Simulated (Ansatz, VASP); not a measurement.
TiN in VASP and in Ansatz

```
CELL_PARAMETERS angstrom
0.00000 2.08644 2.08644
2.08644 0.00000 2.08644
2.08644 2.08644 0.00000
ATOMIC_POSITIONS crystal
Ti 0.00000 0.00000 0.00000
N 0.50000 0.50000 0.50000
```

Alike in both runs: functional LDA; k mesh 8 × 8 × 8; occupations gaussian, width 0.1 eV; no spin polarisation.

Ansatz relaxed the structure, and its values are those at the end. VASP's run is a single point on that final structure, the one shown.

|  | VASP | Ansatz |
| --- | --- | --- |
| version | VASP 6.6.1 | Ansatz 0.2.0 |
| potentials or method | VASP PAW LDA potentials, release 64 (Ti_sv, N), cutoff 600 eV | scalar-relativistic, plane waves, PAW |
| valence electrons in the cell | 17 | 17 |

```tsv
	VASP	Ansatz	Ansatz less VASP
gap on the k mesh at the Fermi level (eV)	none	none	-
pressure (GPa)	0.9	0.0	-0.96
```

Ansatz warns that its potentials were made for another functional, while VASP's fit it. LDA's correlation is that of Perdew and Zunger in VASP and of Perdew and Wang (1992) in Ansatz. A gap of «none» marks a metal or a gap that the smearing closes.
